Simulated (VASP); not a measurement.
Au, 4 atoms in the cell. It takes space group P6_3/mmc (No. 194, hexagonal). The conventional cell has a = 3.059 Å, b = 3.059 Å, c = 10.241 Å, α = 90.00°, β = 90.00°, γ = 120.00°. Au (site symmetry -3m) has 12 Au at 3.06 to 3.11 Å within 4.0 Å. Au (site symmetry -6m2) has 12 Au at 3.06 to 3.11 Å within 4.0 Å.  This cell differs from its parent crystal: volume scaled by 1.12.

| Property | Result |
| --- | --- |
| Program | VASP 6.6.1 |
| Task | single point |
| Functional | RPBE |
| Potentials or basis | VASP PAW PBE potentials, release 64 (Au) |
| Cutoff | 520 eV |
| k mesh | 14 × 14 × 4 |
| Occupations | fermi-dirac, width 0.1 eV |
| Spin | no spin polarisation |
| Dipole correction | no |
| Further INCAR settings | ALGO = Normal; EDIFF = 1e-07; NBANDS = 30 |

Potentials or basis: VASP PAW PBE potentials, release 64 (Au).

The run is started by

```bash
$ cat potpaw_PBE.64/Au/POTCAR > POTCAR
$ mpirun -np 1 vasp_std > vasp.out
```

Hardware: 1 thread of Intel(R) Xeon(R) 6975P-C (Granite Rapids), on a shared host.

Task: Estimate the wall time of this run.

Result: Wall time 68 s on 1 thread of Intel(R) Xeon(R) 6975P-C (Granite Rapids), with other jobs on the host, peak memory 0.28 GiB. Counts: scf iterations 14, k points 72.
